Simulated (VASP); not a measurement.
# LiFeN (P-6m2) in VASP: a series of runs

Runs on LiFeN. Level: PBE. Tasks: single point.

Everything below comes from runs of VASP 6.6.1. Logs are shortened: lines on timing, memory, paths and dates and some standing lists are left out, and cuts for length are marked.

## 1. The cell of the first run

Symmetry: P-6m2, No. 187, hexagonal system. Conventional cell: a = 3.101 Å, b = 3.101 Å, c = 4.145 Å, α = 90.00°, β = 90.00°, γ = 120.00°. Within 2.4 Å of Fe (site symmetry -6m2) lie 3 N at 1.79 Å. N (site symmetry -6m2) has 3 Fe at 1.79 Å and 2 Li at 2.07 Å within 2.4 Å. Li (site symmetry -6m2) has 2 N at 2.07 Å and 6 Fe at 2.74 Å within 2.8 Å.

## 2. Single point, PBE

Input file INCAR:

```
PREC = Accurate
ENCUT = 880
EDIFF = 1E-6
ISMEAR = -1
SIGMA = 0.05
LREAL = F
LASPH = T
NELM = 120
ALGO = Normal
ISIF = 2
LWAVE = F
LCHARG = F
GGA = PE
NBANDS = 19
GGA_COMPAT = F
```

Input file KPOINTS:

```
Automatic mesh
0
Gamma
  10 10 7
```

Input file POSCAR:

```
LiFeN
1.0
    3.1006003459      0.0000000000      0.0000000000
   -1.5503001729      2.6851986665      0.0000000000
    0.0000000000      0.0000000000      4.1453390000
Fe N Li
1 1 1
Direct
    0.3333333333      0.6666666667      0.5000000000
    0.0000000000      0.0000000000      0.5000000000
    0.0000000000      0.0000000000      0.0000000000
```

Potentials or basis: VASP PAW PBE potentials, release 64 (Fe_sv, N, Li_sv).

The run is started by

```
cat potpaw_PBE.64/Fe_sv/POTCAR potpaw_PBE.64/N/POTCAR potpaw_PBE.64/Li_sv/POTCAR > POTCAR
mpirun -np 1 vasp_std > vasp.out
```

OUTCAR:

```text
PREC = Accurate
   ENCUT = 880
   EDIFF = 1E-6
   ISMEAR = -1
   LREAL = F
   LASPH = T
   NELM = 120
   ISIF = 2
   GGA = PE

 ion  position               nearest neighbor table
   1  0.333  0.667  0.500-   2 1.79   2 1.79   2 1.79
   2  0.000  0.000  0.500-   1 1.79   1 1.79   1 1.79   3 2.07   3 2.07
   3  0.000  0.000  0.000-   2 2.07   2 2.07

  LATTYP: Found a hexagonal cell.
 ALAT       =     3.1006003459
 C/A-ratio  =     1.3369472159

  Lattice vectors:

 A1 = (   3.1006003459,   0.0000000000,   0.0000000000)
 A2 = (  -1.5503001729,   2.6851986665,   0.0000000000)
 A3 = (   0.0000000000,   0.0000000000,   4.1453390000)

Analysis of symmetry for initial positions (statically):
=====================================================================
 Subroutine PRICEL returns:
 Original cell was already a primitive cell.

 Routine SETGRP: Setting up the symmetry group for a
 hexagonal supercell.

 Subroutine GETGRP returns: Found 12 space group operations
 (whereof 12 operations were pure point group operations)
 out of a pool of 24 trial point group operations.

The static configuration has the point symmetry D_3h.

Analysis of symmetry for dynamics (positions and initial velocities):
=====================================================================
 Subroutine PRICEL returns:
 Original cell was already a primitive cell.

 Routine SETGRP: Setting up the symmetry group for a
 hexagonal supercell.

 Subroutine GETGRP returns: Found 12 space group operations
 (whereof 12 operations were pure point group operations)
 out of a pool of 24 trial point group operations.

The dynamic configuration has the point symmetry D_3h.

 Subroutine INISYM returns: Found 12 space group operations
 (whereof 12 operations are pure point group operations),
 and found     1 'primitive' translations

----------------------------------------------------------------------------------------

                                     Primitive cell

  volume of cell :      34.5130

  direct lattice vectors                    reciprocal lattice vectors
     3.100600346  0.000000000  0.000000000     0.322518186  0.186205962  0.000000000
    -1.550300173  2.685198666  0.000000000     0.000000000  0.372411923  0.000000000
     0.000000000  0.000000000  4.145339000     0.000000000  0.000000000  0.241234794

  length of vectors
     3.100600346  3.100600346  4.145339000     0.372411923  0.372411923  0.241234794

  position of ions in fractional coordinates (direct lattice)
     0.333333333  0.666666667  0.500000000
     0.000000000  0.000000000  0.500000000
     0.000000000  0.000000000  0.000000000

  ion indices of the primitive-cell ions
   primitive index   ion index
                 1           1
                 2           2
                 3           3

----------------------------------------------------------------------------------------

 KPOINTS: Automatic mesh

Automatic generation of k-mesh.
 Grid dimensions read from file:
 generate k-points for:   10   10    7

 Generating k-lattice:

  Cartesian coordinates                     Fractional coordinates (reciprocal lattice)
     0.032251819  0.018620596  0.000000000     0.100000000  0.000000000  0.000000000
     0.000000000  0.037241192  0.000000000     0.000000000  0.100000000  0.000000000
     0.000000000  0.000000000  0.034462113     0.000000000  0.000000000  0.142857143

  Length of vectors
     0.037241192  0.037241192  0.034462113

  Shift w.r.t. Gamma in fractional coordinates (k-lattice)
     0.000000000  0.000000000  0.000000000

 Subroutine IBZKPT returns following result:
 ===========================================

 Found     56 irreducible k-points:

 Following reciprocal coordinates:
            Coordinates               Weight
  0.000000  0.000000  0.000000      1.000000
  0.100000  0.000000  0.000000      6.000000
  0.200000  0.000000  0.000000      6.000000
  0.300000  0.000000  0.000000      6.000000
  0.400000  0.000000  0.000000      6.000000
  0.500000  0.000000  0.000000      3.000000
[... 16 lines left out ...]
  0.300000  0.100000  0.142857     24.000000
  0.400000  0.100000  0.142857     24.000000
 [... further k-points ...]
   k-points           NKPTS =     56   k-points in BZ     NKDIM =     56   number of bands    NBANDS=     19
   number of dos      NEDOS =    301   number of ions     NIONS =      3
   total plane-waves  NPLWV =  36000
   dimension x,y,z NGX =    30 NGY =   30 NGZ =   40
   dimension x,y,z NGXF=    60 NGYF=   60 NGZF=   80
   ions per type =               1   1   1
   NGX,Y,Z   is equivalent  to a cutoff of  16.09, 16.09, 16.04 a.u.
   NGXF,Y,Z  is equivalent  to a cutoff of  32.17, 32.17, 32.08 a.u.
 SYSTEM =  unknown system
   PREC   = accura    normal or accurate (medium, high low for compatibility)
   ISTART =      0    job   : 0-new  1-cont  2-samecut
   ICHARG =      2    charge: 1-file 2-atom 10-const
   ISPIN  =      1    spin polarized calculation?
   LNONCOLLINEAR =      F non collinear calculations
   LSORBIT =      F    spin-orbit coupling
   LASPH  =      T    aspherical Exc in radial PAW
   ENCUT  =  880.0 eV  64.68 Ry    8.04 a.u.   7.50  7.50 10.03*2*pi/ulx,y,z
   NELM   =    120;   NELMIN=  2; NELMDL= -5     # of ELM steps
   EDIFF  = 0.1E-05   stopping-criterion for ELM
   LREAL  =      F    real-space projection
   EDIFFG = 0.1E-04   stopping-criterion for IOM
   NSW    =      0    number of steps for IOM
   IBRION =     -1    ionic relax: 0-MD 1-quasi-New 2-CG
   NFREE  =      0    steps in history (QN), initial steepest desc. (CG)
   ISIF   =      2    stress and relaxation
   ISYM   =      2    0-nonsym 1-usesym 2-fastsym
   POTIM  = 0.5000    time-step for ionic-motion
   TEBEG  =    0.0;   TEEND  =   0.0 temperature during run
   PSTRESS=    0.0 pullay stress
   NELECT =      24.0000    total number of electrons
   NUPDOWN=      -1.0000    fix difference up-down
   EMIN   =  10.00;   EMAX   =-10.00  energy-range for DOS
   EFERMI =   0.00;   METHOD = LEGACY
   ISMEAR =    -1;   SIGMA  =   0.05  broadening in eV -4-tet -1-fermi 0-gaus
   EFERMI_NEDOS =   21; number of points for ismear=-14 and -15
   IALGO  =     38    algorithm
   IMIX   =      4    mixing-type and parameters
     AMIX     =   0.40;   BMIX     =  1.00
     AMIX_MAG =   1.60;   BMIX_MAG =  1.00
  volume/ion in A,a.u.               =      11.50        77.63
  Fermi-wavevector in a.u.,A,eV,Ry     =   1.450389  2.740838 28.621599  2.103628
  Thomas-Fermi vector in A             =   2.568007
   LORBIT       =      0    0 simple, 1 ext, 2 COOP (PROOUT), +10 PAW based schemes
   GGA     = PE    functional components
   LHFCALC =     F    Hartree Fock is set to
   AEXX    =    0.0000 exact exchange contribution
   IVDW    =     0    specifies the selected vdW correction
   LEPSILON=     F    determine dielectric tensor
   LRPA    =     F    only Hartree local field effects (RPA)
 non-spin polarized calculation
  energy-cutoff  :      880.00
  volume of cell :       34.51
 maximum number of plane-waves:      2065
 NGX is ok and might be reduce to    30
   NGX = 15   NGY = 15   NGZ = 21

 number of electron      23.9999991 magnetization

 Free energy of the ion-electron system (eV)
  ---------------------------------------------------
  ext. energy  EPLUGINS =         0.00000000
  ---------------------------------------------------
  free energy    TOTEN  =       -19.13830847 eV

  energy without entropy =      -19.12057852  energy(sigma->0) =      -19.12944349

 E-fermi :   5.8851     XC(G=0): -10.4412

 val. band max:        5.8821220905   @ k =   0.5000   0.0000   0.4286
 cond. band min:       5.8924339454   @ k =   0.4000   0.2000   0.0000
 fundamental gap:      0.0103118549
 Fermi energy:         5.8850552513

 k-point     1 :       0.0000    0.0000    0.0000
  band No.  band energies     occupation
      1     -81.4053      2.00000
      2     -47.8219      2.00000
      3     -47.8219      2.00000
      4     -46.8154      2.00000
      5     -39.8841      2.00000
      6     -10.4283      2.00000
[... 11 lines left out ...]
     18      19.4420      0.00000
     19      19.4420      0.00000

 k-point     2 :       0.1000    0.0000    0.0000
  band No.  band energies     occupation
      1     -81.4049      2.00000
      2     -47.8268      2.00000
      3     -47.8232      2.00000
      4     -46.8149      2.00000
      5     -39.8831      2.00000
      6     -10.3325      2.00000
[... 11 lines left out ...]
     18      17.9309      0.00000
     19      18.5376      0.00000

 k-point     3 :       0.2000    0.0000    0.0000
  band No.  band energies     occupation
      1     -81.4039      2.00000
      2     -47.8398      2.00000
      3     -47.8266      2.00000
      4     -46.8136      2.00000
      5     -39.8803      2.00000
      6     -10.0756      2.00000
[... 11 lines left out ...]
     18      16.5863      0.00000
     19      17.6232      0.00000

 k-point     4 :       0.3000    0.0000    0.0000
  band No.  band energies     occupation
      1     -81.4026      2.00000
      2     -47.8557      2.00000
      3     -47.8308      2.00000
      4     -46.8120      2.00000
      5     -39.8768      2.00000
      6      -9.7455      2.00000
[... 11 lines left out ...]
     18      16.9005      0.00000
     19      17.1136      0.00000

 k-point     5 :       0.4000    0.0000    0.0000
  band No.  band energies     occupation
      1     -81.4016      2.00000
      2     -47.8686      2.00000
      3     -47.8342      2.00000
      4     -46.8107      2.00000
      5     -39.8740      2.00000
      6      -9.4682      2.00000
[... 11 lines left out ...]
     18      16.4351      0.00000
     19      17.7679      0.00000

 k-point     6 :       0.5000    0.0000    0.0000
  band No.  band energies     occupation
      1     -81.4012      2.00000
      2     -47.8735      2.00000
      3     -47.8355      2.00000
      4     -46.8102      2.00000
      5     -39.8729      2.00000
      6      -9.3599      2.00000
[... 11 lines left out ...]
     18      16.2747      0.00000
     19      18.0016      0.00000

 k-point     7 :       0.1000    0.1000    0.0000
  band No.  band energies     occupation
      1     -81.4042      2.00000
      2     -47.8354      2.00000
      3     -47.8259      2.00000
      4     -46.8140      2.00000
      5     -39.8811      2.00000
      6     -10.1561      2.00000
[... 11 lines left out ...]
     18      16.7092      0.00000
     19      17.6715      0.00000

 k-point     8 :       0.2000    0.1000    0.0000
  band No.  band energies     occupation
      1     -81.4031      2.00000
      2     -47.8491      2.00000
      3     -47.8305      2.00000
      4     -46.8126      2.00000
      5     -39.8780      2.00000
      6      -9.8619      2.00000
[... 256 lines left out ...]
 k-point    20 :       0.5000    0.0000    0.1429
  band No.  band energies     occupation
      1     -81.4012      2.00000
      2     -47.8735      2.00000
      3     -47.8355      2.00000
      4     -46.8103      2.00000
      5     -39.8729      2.00000
      6      -9.3707      2.00000
[... 11 lines left out ...]
     18      16.2239      0.00000
     19      17.3182      0.00000

 k-point    21 :       0.1000    0.1000    0.1429
  band No.  band energies     occupation
      1     -81.4042      2.00000
      2     -47.8354      2.00000
      3     -47.8259      2.00000
      4     -46.8141      2.00000
      5     -39.8810      2.00000
      6     -10.1624      2.00000
[... 11 lines left out ...]
     18      16.8784      0.00000
     19      17.7462      0.00000

 k-point    22 :       0.2000    0.1000    0.1429
  band No.  band energies     occupation
      1     -81.4031      2.00000
      2     -47.8490      2.00000
      3     -47.8304      2.00000
      4     -46.8126      2.00000
      5     -39.8779      2.00000
      6      -9.8696      2.00000
[... 11 lines left out ...]
     18      16.9885      0.00000
     19      17.1132      0.00000

 k-point    23 :       0.3000    0.1000    0.1429
  band No.  band energies     occupation
      1     -81.4019      2.00000
      2     -47.8626      2.00000
      3     -47.8351      2.00000
      4     -46.8112      2.00000
      5     -39.8748      2.00000
      6      -9.5666      2.00000
[... 11 lines left out ...]
     18      16.3693      0.00000
     19      17.5791      0.00000

 k-point    24 :       0.4000    0.1000    0.1429
  band No.  band energies     occupation
      1     -81.4012      2.00000
      2     -47.8710      2.00000
      3     -47.8380      2.00000
      4     -46.8103      2.00000
      5     -39.8729      2.00000
      6      -9.3745      2.00000
[... 11 lines left out ...]
     18      15.9292      0.00000
     19      17.4710      0.00000

 [... further k-points ...]

------------------------ aborting loop because EDIFF is reached ----------------------------------------

  FORCE on cell =-STRESS in cart. coord.  units (eV):
  Direction    XX          YY          ZZ          XY          YZ          ZX
  --------------------------------------------------------------------------------------
  -------------------------------------------------------------------------------------
  Total       -0.3886298     -0.3886298     -0.1698310     -0.0000000      0.0000000      0.0000000
  in kB      -18.0411574    -18.0411574     -7.8839780     -0.0000000      0.0000000      0.0000000
  external PRESSURE =     -14.6554309 kB  Pullay stress =       0.0000000 kB

 VOLUME and BASIS-vectors are now :
 -----------------------------------------------------------------------------
  energy-cutoff  :      880.00
  volume of cell :       34.51
      direct lattice vectors                 reciprocal lattice vectors
     3.100600346  0.000000000  0.000000000     0.322518186  0.186205962  0.000000000
    -1.550300173  2.685198666  0.000000000     0.000000000  0.372411923  0.000000000
     0.000000000  0.000000000  4.145339000     0.000000000  0.000000000  0.241234794

 POSITION                                       TOTAL-FORCE (eV/Angst)
 -----------------------------------------------------------------------------------
     -0.00000      1.79013      2.07267         0.000000     -0.000000      0.000000
      0.00000      0.00000      2.07267        -0.000000      0.000000      0.000000
      0.00000      0.00000      0.00000        -0.000000      0.000000      0.000000
 -----------------------------------------------------------------------------------
    total drift:                                0.000001     -0.000000     -0.000000

  FREE ENERGIE OF THE ION-ELECTRON SYSTEM (eV)
  ---------------------------------------------------
  free  energy   TOTEN  =       -19.1383084670 eV

  energy  without entropy=      -19.1205785209  energy(sigma->0) =      -19.12944349
```

It took 52 s on 1 thread of Intel Xeon Platinum 8488C (Sapphire Rapids), shared host; peak memory 0.23 GiB.

Results:

| Item | Value |
| --- | --- |
| Free energy | -19.1383 eV |
| Pressure | -1.5 GPa |
| Band gap on the k mesh | zero (bands 12 and 13 overlap by 0.29 eV) |

Caveat: the run has no spin polarisation, though such a crystal can be magnetic. Spin polarisation is off, so any magnetic state and its effect on volume and gap are missing.

## 3. Single point, PBE, collinear spin, ferromagnetic start

Input file INCAR:

```
SYSTEM = LiFeN
PREC = Accurate ; ENCUT = 880
EDIFF = 1E-6 ; ISMEAR = -1
SIGMA = 0.05 ; LREAL = .FALSE.
LASPH = .TRUE. ; NELM = 200
ALGO = Normal ; ISIF = 2
LWAVE = .FALSE. ; LCHARG = .FALSE.
ISPIN = 2 ; MAGMOM = 3 0 0
LORBIT = 11 ; LMAXMIX = 4
GGA = PE ; NBANDS = 23
GGA_COMPAT = .FALSE.
```

Input file KPOINTS:

```
Automatic mesh
0
G
  10 10 7
  0 0 0
```

POSCAR is that of step 2.

Potentials or basis: VASP PAW PBE potentials, release 64 (Fe_sv, N, Li_sv).

The run is started by

```
cat potpaw_PBE.64/Fe_sv/POTCAR potpaw_PBE.64/N/POTCAR potpaw_PBE.64/Li_sv/POTCAR > POTCAR
mpirun -np 1 vasp_std > vasp.out
```

Run time: 4.9 min. Hardware: 1 thread of Intel Xeon Platinum 8259CL at 2.50GHz (Skylake/Cascade Lake), shared host; peak memory 0.32 GiB.

It converged, with:

* Free energy: -19.1384 eV
* Pressure: -1.5 GPa
* Net moment: 0.11 μB per cell
* Site moments: Fe +0.11; N -0.00; Li -0.00 μB
* Valence electrons inside the program's atomic spheres: Fe 13.86; N 3.69; Li 2.09

Stress tensor (GPa, compression positive):
```
-1.80  0.00  0.00
 0.00 -1.80  0.00
 0.00  0.00 -0.77
```

Levels at points of the mesh, in eV from the Fermi level:
Spin up:
```tsv
k point	band 8	band 9	band 10	band 11	band 12	band 13	band 14	band 15	band 16	band 17
(0.00, 0.00, 0.00)	-6.32	-4.92	-2.72	-0.84	-0.84	2.22	3.72	3.72	8.17	9.25
(0.50, 0.00, 0.00)	-5.21	-4.56	-1.80	-1.17	-1.06	0.23	0.69	4.24	6.01	7.42
```
Spin down:
```
           k point  band 9  band 10  band 11  band 12  band 13  band 14  band 15  band 16
(0.00, 0.00, 0.00)   -4.92    -2.69    -0.75    -0.75     2.26     3.80     3.80     8.18
(0.50, 0.00, 0.00)   -4.53    -1.73    -1.07    -0.97     0.33     0.76     4.24     6.03
```
